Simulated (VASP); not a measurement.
# SiC (P6_3mc) in VASP: a series of runs

Runs on SiC. Level: PBE. Tasks: single point.

Program: VASP 6.6.1. These are calculated values, not measurements. Logs are shortened: lines on timing, memory, paths and dates and some standing lists are left out, and cuts for length are marked.

**1. The cell of the first run**

The structure is hexagonal, space group P6_3mc (No. 186). Conventional cell: a = 2.841 Å, b = 2.841 Å, c = 4.646 Å, α = 90.00°, β = 90.00°, γ = 120.00°. Si (site symmetry 3m) has 4 C at 1.74 to 1.75 Å within 2.3 Å. Within 2.3 Å of C (site symmetry 3m) lie 4 Si at 1.74 to 1.75 Å.

**2. Single point, PBE**

INCAR reads:

```
SYSTEM = SiC
PREC = Accurate
ENCUT = 520
EDIFF = 1E-7
ISMEAR = 0
SIGMA = 0.02
LREAL = .FALSE.
LASPH = .TRUE.
NELM = 100
ALGO = Normal
ISIF = 2
LWAVE = .FALSE.
LCHARG = .FALSE.
GGA = PE
NBANDS = 16
```

KPOINTS reads:

```
Automatic mesh
0
G
  12 12 6
  0 0 0
```

POSCAR reads:

```
SiC
1.0
    2.8406312787      0.0000000000      0.0000000000
   -1.4203156393      2.4600588501      0.0000000000
    0.0000000000      0.0000000000      4.6462971024
Si C
2 2
Direct
    0.3333333333      0.6666666667      0.4994268662
    0.6666666667      0.3333333333      0.9994268662
    0.3333333333      0.6666666667      0.8755731338
    0.6666666667      0.3333333333      0.3755731338
```

Potentials or basis: VASP PAW PBE potentials, release 64 (Si, C).

The run is started by

```console
cat potpaw_PBE.64/Si/POTCAR potpaw_PBE.64/C/POTCAR > POTCAR
mpirun -np 1 vasp_std > vasp.out
```

OUTCAR:

```text
SYSTEM = SiC
   PREC = Accurate
   ENCUT = 520
   EDIFF = 1E-7
   ISMEAR = 0
   LREAL = .FALSE.
   LASPH = .TRUE.
   NELM = 100
   ISIF = 2
   GGA = PE

 ion  position               nearest neighbor table
   1  0.333  0.667  0.499-   4 1.74   4 1.74   4 1.74   3 1.75   2 2.84   2 2.84   2 2.84   2 2.84
                             2 2.84   2 2.84
   2  0.667  0.333  0.999-   3 1.74   3 1.74   3 1.74   4 1.75   1 2.84   1 2.84   1 2.84   1 2.84
                             1 2.84   1 2.84
   3  0.333  0.667  0.876-   2 1.74   2 1.74   2 1.74   1 1.75
   4  0.667  0.333  0.376-   1 1.74   1 1.74   1 1.74   2 1.75

  LATTYP: Found a hexagonal cell.
 ALAT       =     2.8406312787
 C/A-ratio  =     1.6356565307

  Lattice vectors:

 A1 = (   2.8406312787,   0.0000000000,   0.0000000000)
 A2 = (  -1.4203156393,   2.4600588501,   0.0000000000)
 A3 = (   0.0000000000,   0.0000000000,   4.6462971024)

Analysis of symmetry for initial positions (statically):
=====================================================================
 Subroutine PRICEL returns:
 Original cell was already a primitive cell.

 Routine SETGRP: Setting up the symmetry group for a
 hexagonal supercell.

 Subroutine GETGRP returns: Found 12 space group operations
 (whereof  6 operations were pure point group operations)
 out of a pool of 24 trial point group operations.

The static configuration has the point symmetry C_3v.
 The point group associated with its full space group is C_6v.

Analysis of symmetry for dynamics (positions and initial velocities):
=====================================================================
 Subroutine PRICEL returns:
 Original cell was already a primitive cell.

 Routine SETGRP: Setting up the symmetry group for a
 hexagonal supercell.

 Subroutine GETGRP returns: Found 12 space group operations
 (whereof  6 operations were pure point group operations)
 out of a pool of 24 trial point group operations.

The dynamic configuration has the point symmetry C_3v.
 The point group associated with its full space group is C_6v.

 Subroutine INISYM returns: Found 12 space group operations
 (whereof  6 operations are pure point group operations),
 and found     1 'primitive' translations

----------------------------------------------------------------------------------------

                                     Primitive cell

  volume of cell :      32.4689

  direct lattice vectors                    reciprocal lattice vectors
     2.840631279  0.000000000  0.000000000     0.352034425  0.203247170  0.000000000
    -1.420315639  2.460058850  0.000000000     0.000000000  0.406494341  0.000000000
     0.000000000  0.000000000  4.646297102     0.000000000  0.000000000  0.215225152

  length of vectors
     2.840631279  2.840631279  4.646297102     0.406494341  0.406494341  0.215225152

  position of ions in fractional coordinates (direct lattice)
     0.333333333  0.666666667  0.499426866
     0.666666667  0.333333333  0.999426866
     0.333333333  0.666666667  0.875573134
     0.666666667  0.333333333  0.375573134

  ion indices of the primitive-cell ions
   primitive index   ion index
                 1           1
                 2           2
                 3           3
                 4           4

----------------------------------------------------------------------------------------

 KPOINTS: Automatic mesh

Automatic generation of k-mesh.
 Grid dimensions read from file:
 generate k-points for:   12   12    6

 Generating k-lattice:

  Cartesian coordinates                     Fractional coordinates (reciprocal lattice)
     0.029336202  0.016937264  0.000000000     0.083333333  0.000000000  0.000000000
     0.000000000  0.033874528  0.000000000     0.000000000  0.083333333  0.000000000
     0.000000000  0.000000000  0.035870859     0.000000000  0.000000000  0.166666667

  Length of vectors
     0.033874528  0.033874528  0.035870859

  Shift w.r.t. Gamma in fractional coordinates (k-lattice)
     0.000000000  0.000000000  0.000000000

 Subroutine IBZKPT returns following result:
 ===========================================

 Found     76 irreducible k-points:

 Following reciprocal coordinates:
            Coordinates               Weight
  0.000000  0.000000  0.000000      1.000000
  0.083333 -0.000000  0.000000      6.000000
  0.166667 -0.000000  0.000000      6.000000
  0.250000 -0.000000  0.000000      6.000000
  0.333333 -0.000000  0.000000      6.000000
  0.416667 -0.000000  0.000000      6.000000
[... 16 lines left out ...]
  0.250000 -0.000000  0.166667     12.000000
  0.333333 -0.000000  0.166667     12.000000
 [... further k-points ...]
   k-points           NKPTS =     76   k-points in BZ     NKDIM =     76   number of bands    NBANDS=     16
   number of dos      NEDOS =    301   number of ions     NIONS =      4
   total plane-waves  NPLWV =  20736
   dimension x,y,z NGX =    24 NGY =   24 NGZ =   36
   dimension x,y,z NGXF=    48 NGYF=   48 NGZF=   72
   ions per type =               2   2
   NGX,Y,Z   is equivalent  to a cutoff of  14.05, 14.05, 12.88 a.u.
   NGXF,Y,Z  is equivalent  to a cutoff of  28.09, 28.09, 25.76 a.u.
 SYSTEM =  SiC
   PREC   = accura    normal or accurate (medium, high low for compatibility)
   ISTART =      0    job   : 0-new  1-cont  2-samecut
   ICHARG =      2    charge: 1-file 2-atom 10-const
   ISPIN  =      1    spin polarized calculation?
   LNONCOLLINEAR =      F non collinear calculations
   LSORBIT =      F    spin-orbit coupling
   LASPH  =      T    aspherical Exc in radial PAW
   ENCUT  =  520.0 eV  38.22 Ry    6.18 a.u.   5.28  5.28  8.64*2*pi/ulx,y,z
   NELM   =    100;   NELMIN=  2; NELMDL= -5     # of ELM steps
   EDIFF  = 0.1E-06   stopping-criterion for ELM
   LREAL  =      F    real-space projection
   EDIFFG = 0.1E-05   stopping-criterion for IOM
   NSW    =      0    number of steps for IOM
   IBRION =     -1    ionic relax: 0-MD 1-quasi-New 2-CG
   NFREE  =      0    steps in history (QN), initial steepest desc. (CG)
   ISIF   =      2    stress and relaxation
   ISYM   =      2    0-nonsym 1-usesym 2-fastsym
   POTIM  = 0.5000    time-step for ionic-motion
   TEBEG  =    0.0;   TEEND  =   0.0 temperature during run
   PSTRESS=    0.0 pullay stress
   NELECT =      16.0000    total number of electrons
   NUPDOWN=      -1.0000    fix difference up-down
   EMIN   =  10.00;   EMAX   =-10.00  energy-range for DOS
   EFERMI =   0.00;   METHOD = LEGACY
   ISMEAR =     0;   SIGMA  =   0.02  broadening in eV -4-tet -1-fermi 0-gaus
   EFERMI_NEDOS =   21; number of points for ismear=-14 and -15
   IALGO  =     38    algorithm
   IMIX   =      4    mixing-type and parameters
     AMIX     =   0.40;   BMIX     =  1.00
     AMIX_MAG =   1.60;   BMIX_MAG =  1.00
  volume/ion in A,a.u.               =       8.12        54.78
  Fermi-wavevector in a.u.,A,eV,Ry     =   1.293081  2.443569 22.749735  1.672058
  Thomas-Fermi vector in A             =   2.424749
   LORBIT       =      0    0 simple, 1 ext, 2 COOP (PROOUT), +10 PAW based schemes
   GGA     = PE    functional components
   LHFCALC =     F    Hartree Fock is set to
   AEXX    =    0.0000 exact exchange contribution
   IVDW    =     0    specifies the selected vdW correction
   LEPSILON=     F    determine dielectric tensor
   LRPA    =     F    only Hartree local field effects (RPA)
 non-spin polarized calculation
 Gauss-broadening in eV      SIGMA  =   0.02
  energy-cutoff  :      520.00
  volume of cell :       32.47
 maximum number of plane-waves:       885
 NGX is ok and might be reduce to    24
   NGX = 11   NGY = 11   NGZ = 17

 number of electron      15.9999998 magnetization

 Free energy of the ion-electron system (eV)
  ---------------------------------------------------
  ext. energy  EPLUGINS =         0.00000000
  ---------------------------------------------------
  free energy    TOTEN  =       -27.93417078 eV

  energy without entropy =      -27.93417078  energy(sigma->0) =      -27.93417078

 E-fermi :  11.3806     XC(G=0): -12.4385

 val. band max:       11.2340307628   @ k =   0.0000   0.0000   0.0000
 cond. band min:      13.0555747590   @ k =   0.3333   0.3333   0.0000
 fundamental gap:      1.8215439962
 Fermi energy:        11.3806204405

 k-point     1 :       0.0000    0.0000    0.0000
  band No.  band energies     occupation
      1      -6.3808      2.00000
      2      -1.7863      2.00000
      3       1.0531      2.00000
      4       9.8151      2.00000
      5       9.8151      2.00000
      6      11.1611      2.00000
[... 8 lines left out ...]
     15      22.0515      0.00000
     16      23.7439      0.00000

 k-point     2 :       0.0833   -0.0000    0.0000
  band No.  band energies     occupation
      1      -6.2359      2.00000
      2      -1.6644      2.00000
      3       1.1943      2.00000
      4       9.0665      2.00000
      5       9.5510      2.00000
      6      10.7879      2.00000
[... 8 lines left out ...]
     15      22.2901      0.00000
     16      22.7471      0.00000

 k-point     3 :       0.1667   -0.0000    0.0000
  band No.  band energies     occupation
      1      -5.8043      2.00000
      2      -1.3079      2.00000
      3       1.6129      2.00000
      4       7.3661      2.00000
      5       8.9720      2.00000
      6       9.6595      2.00000
[... 8 lines left out ...]
     15      22.3241      0.00000
     16      22.7818      0.00000

 k-point     4 :       0.2500   -0.0000    0.0000
  band No.  band energies     occupation
      1      -5.0964      2.00000
      2      -0.7567      2.00000
      3       2.2902      2.00000
      4       5.4067      2.00000
      5       8.1771      2.00000
      6       8.3574      2.00000
[... 8 lines left out ...]
     15      23.0825      0.00000
     16      23.3927      0.00000
[... 324 lines left out ...]
 k-point    22 :       0.1667   -0.0000    0.1667
  band No.  band energies     occupation
      1      -5.6419      2.00000
      2      -2.0795      2.00000
      3       2.6133      2.00000
      4       7.5015      2.00000
      5       9.0778      2.00000
      6       9.2601      2.00000
[... 8 lines left out ...]
     15      22.5327      0.00000
     16      23.4156      0.00000

 k-point    23 :       0.2500   -0.0000    0.1667
  band No.  band energies     occupation
      1      -4.9361      2.00000
      2      -1.4688      2.00000
      3       3.1540      2.00000
      4       5.6231      2.00000
      5       7.7234      2.00000
      6       8.4728      2.00000
[... 8 lines left out ...]
     15      23.5392      0.00000
     16      24.2483      0.00000

 k-point    24 :       0.3333   -0.0000    0.1667
  band No.  band energies     occupation
      1      -3.9805      2.00000
      2      -0.7264      2.00000
      3       3.1157      2.00000
      4       4.6264      2.00000
      5       6.0773      2.00000
      6       7.9756      2.00000
[... 8 lines left out ...]
     15      25.0561      0.00000
     16      25.3577      0.00000

 [... further k-points ...]
[... 5 lines left out ...]
  --------------------------------------------------------------------------------------
  -------------------------------------------------------------------------------------
  Total       18.1871474     18.1871474     18.1905293      0.0000000      0.0000000      0.0000000
  in kB      897.4449744    897.4449744    897.6118585      0.0000000      0.0000000      0.0000000
  external PRESSURE =     897.5006024 kB  Pullay stress =       0.0000000 kB

 VOLUME and BASIS-vectors are now :
 -----------------------------------------------------------------------------
  energy-cutoff  :      520.00
  volume of cell :       32.47
      direct lattice vectors                 reciprocal lattice vectors
     2.840631279  0.000000000  0.000000000     0.352034425  0.203247170  0.000000000
    -1.420315639  2.460058850  0.000000000     0.000000000  0.406494341  0.000000000
     0.000000000  0.000000000  4.646297102     0.000000000  0.000000000  0.215225152

 POSITION                                       TOTAL-FORCE (eV/Angst)
 -----------------------------------------------------------------------------------
     -0.00000      1.64004      2.32049        -0.000000      0.000000     -0.008610
      1.42032      0.82002      4.64363         0.000000     -0.000000     -0.008610
     -0.00000      1.64004      4.06817         0.000000     -0.000000      0.008610
      1.42032      0.82002      1.74502         0.000000      0.000000      0.008610
 -----------------------------------------------------------------------------------
    total drift:                                0.000000      0.000000     -0.000158

  FREE ENERGIE OF THE ION-ELECTRON SYSTEM (eV)
  ---------------------------------------------------
  free  energy   TOTEN  =       -27.9341707845 eV

  energy  without entropy=      -27.9341707845  energy(sigma->0) =      -27.93417078
```

It took 20 s on 1 thread of Intel Xeon 6975P-C (Granite Rapids), shared host; peak memory 0.16 GiB.

Results:

| Property | Result |
| --- | --- |
| Free energy | -27.9342 eV |
| Pressure | 89.8 GPa |
| Largest force | 0.009 eV/Å |
| Band gap on the k mesh | 1.82 eV, indirect (least direct gap 4.43 eV) |

Forces on the atoms (eV/Å):
```
Si   0.000  0.000 -0.009
Si   0.000  0.000 -0.009
C    0.000  0.000  0.009
C    0.000  0.000  0.009
```

**3. Single point, PBE**

This run uses another cell than the first one, of 8.87 Å³/atom, 1.093 times its volume.

INCAR reads:

```
PREC = Accurate
ENCUT = 520
EDIFF = 1E-6
ISMEAR = 0
SIGMA = 0.02
LREAL = False
LASPH = True
NELM = 80
ALGO = Normal
ISIF = 2
LWAVE = False
LCHARG = False
GGA = PE
NBANDS = 16
```

KPOINTS reads:

```
Automatic mesh
0
Gamma
  12 12 6
```

POSCAR reads:

```
SiC
1.0
    2.9242956579      0.0000000000      0.0000000000
   -1.4621478289      2.5325143280      0.0000000000
    0.0000000000      0.0000000000      4.7902829556
Si C
2 2
Direct
    0.3333333333      0.6666666667      0.4995288525
    0.6666666667      0.3333333333      0.9995288525
    0.3333333333      0.6666666667      0.8754711475
    0.6666666667      0.3333333333      0.3754711475
```

Potentials or basis: VASP PAW PBE potentials, release 64 (Si, C).

The run is started by

```console
cat potpaw_PBE.64/Si/POTCAR potpaw_PBE.64/C/POTCAR > POTCAR
mpirun -np 1 vasp_std > vasp.out
```

OUTCAR:

```text
PREC = Accurate
   ENCUT = 520
   EDIFF = 1E-6
   ISMEAR = 0
   LREAL = False
   LASPH = True
   NELM = 80
   ISIF = 2
   GGA = PE

 ion  position               nearest neighbor table
   1  0.333  0.667  0.500-   4 1.79   4 1.79   4 1.79   3 1.80   2 2.93   2 2.93   2 2.93   2 2.93
                             2 2.93   2 2.93
   2  0.667  0.333  1.000-   3 1.79   3 1.79   3 1.79   4 1.80   1 2.93   1 2.93   1 2.93   1 2.93
                             1 2.93   1 2.93
   3  0.333  0.667  0.875-   2 1.79   2 1.79   2 1.79   1 1.80
   4  0.667  0.333  0.375-   1 1.79   1 1.79   1 1.79   2 1.80

  LATTYP: Found a hexagonal cell.
 ALAT       =     2.9242956579
 C/A-ratio  =     1.6380980297

  Lattice vectors:

 A1 = (   2.9242956579,   0.0000000000,   0.0000000000)
 A2 = (  -1.4621478289,   2.5325143280,   0.0000000000)
 A3 = (   0.0000000000,   0.0000000000,   4.7902829556)

Analysis of symmetry for initial positions (statically):
=====================================================================
 Subroutine PRICEL returns:
 Original cell was already a primitive cell.

 Routine SETGRP: Setting up the symmetry group for a
 hexagonal supercell.

[... 169 lines left out ...]
  free energy    TOTEN  =       -29.22228045 eV

  energy without entropy =      -29.22228045  energy(sigma->0) =      -29.22228045

 E-fermi :  10.2167     XC(G=0): -12.0329

 val. band max:       10.0923586326   @ k =   0.0000   0.0000   0.0000
 cond. band min:      12.0852101820   @ k =   0.3333   0.3333   0.0000
 fundamental gap:      1.9928515494
 Fermi energy:        10.2167082400

 k-point     1 :       0.0000    0.0000    0.0000
  band No.  band energies     occupation
      1      -6.7494      2.00000
      2      -2.5567      2.00000
      3       0.4757      2.00000
      4       8.7046      2.00000
      5       8.7046      2.00000
      6       9.9951      2.00000
[... 433 lines left out ...]
      3       2.2871      2.00000
      4       3.8292      2.00000
      5       5.0777      2.00000
      6       6.9797      2.00000
[... 8 lines left out ...]
     15      22.9594      0.00000
     16      23.4506      0.00000

 [... further k-points ...]
[... 5 lines left out ...]
  --------------------------------------------------------------------------------------
  -------------------------------------------------------------------------------------
  Total       11.0372190     11.0372190     11.0351136      0.0000000      0.0000000     -0.0000000
  in kB      498.4663953    498.4663954    498.3713107      0.0000000      0.0000000     -0.0000000
  external PRESSURE =     498.4347005 kB  Pullay stress =       0.0000000 kB

 VOLUME and BASIS-vectors are now :
 -----------------------------------------------------------------------------
  energy-cutoff  :      520.00
  volume of cell :       35.48
      direct lattice vectors                 reciprocal lattice vectors
     2.924295658  0.000000000  0.000000000     0.341962687  0.197432249  0.000000000
    -1.462147829  2.532514328  0.000000000     0.000000000  0.394864498  0.000000000
     0.000000000  0.000000000  4.790282956     0.000000000  0.000000000  0.208755936

 POSITION                                       TOTAL-FORCE (eV/Angst)
 -----------------------------------------------------------------------------------
     -0.00000      1.68834      2.39288         0.000000     -0.000000      0.004270
      1.46215      0.84417      4.78803        -0.000000      0.000000      0.004270
     -0.00000      1.68834      4.19375        -0.000000     -0.000000     -0.004270
      1.46215      0.84417      1.79861         0.000000     -0.000000     -0.004270
 -----------------------------------------------------------------------------------
    total drift:                                0.000000      0.000000     -0.000262

  FREE ENERGIE OF THE ION-ELECTRON SYSTEM (eV)
  ---------------------------------------------------
  free  energy   TOTEN  =       -29.2222804482 eV

  energy  without entropy=      -29.2222804482  energy(sigma->0) =      -29.22228045
```

OSZICAR:

```text
N       E                     dE             d eps       ncg     rms          rms(c)
DAV:   1     0.267006664050E+02    0.26701E+02   -0.73762E+03  2432   0.914E+02
DAV:   2    -0.316354414596E+02   -0.58336E+02   -0.53251E+02  3432   0.165E+02
DAV:   3    -0.338997563008E+02   -0.22643E+01   -0.22575E+01  3296   0.300E+01
DAV:   4    -0.339131807807E+02   -0.13424E-01   -0.13423E-01  2920   0.284E+00
DAV:   5    -0.339132889285E+02   -0.10815E-03   -0.10815E-03  3304   0.239E-01    0.150E+01
DAV:   6    -0.294364672628E+02    0.44768E+01   -0.73137E+00  3072   0.171E+01    0.711E+00
DAV:   7    -0.292433775690E+02    0.19309E+00   -0.15379E+00  3464   0.750E+00    0.283E+00
DAV:   8    -0.292238385818E+02    0.19539E-01   -0.63349E-02  2808   0.156E+00    0.747E-01
DAV:   9    -0.292220374489E+02    0.18011E-02   -0.76730E-03  3128   0.623E-01    0.113E-01
DAV:  10    -0.292222590160E+02   -0.22157E-03   -0.76789E-04  3032   0.167E-01    0.561E-02
DAV:  11    -0.292222797229E+02   -0.20707E-04   -0.57674E-05  2856   0.577E-02    0.138E-02
DAV:  12    -0.292222804482E+02   -0.72525E-06   -0.46249E-06  3160   0.132E-02
   1 F= -.29222280E+02 E0= -.29222280E+02  d E =-.424977E-21
```

stdout:

```text
POSCAR found type information on POSCAR SiC
 POSCAR found :  2 types and       4 ions
 scaLAPACK will be used
 LDA part: xc-table for (Slater+PW92), standard interpolation
 POSCAR, INCAR and KPOINTS ok, starting setup
 FFT: planning ... GRIDC
 FFT: planning ... GRID_SOFT
 FFT: planning ... GRID
 WAVECAR not read
 entering main loop
```

Wall time 18 s (1 thread of Intel Xeon 6975P-C (Granite Rapids), shared host); peak memory 0.17 GiB.

What came out:

- Free energy: -29.2223 eV
- Pressure: 49.8 GPa
- Largest force: 0.004 eV/Å
- Band gap on the k mesh: 1.99 eV, indirect (least direct gap 4.26 eV)

Forces on the atoms (eV/Å):
```
Si   0.000  0.000  0.004
Si   0.000  0.000  0.004
C    0.000  0.000 -0.004
C    0.000  0.000 -0.004
```

(Part 1 of 2 ends here.)
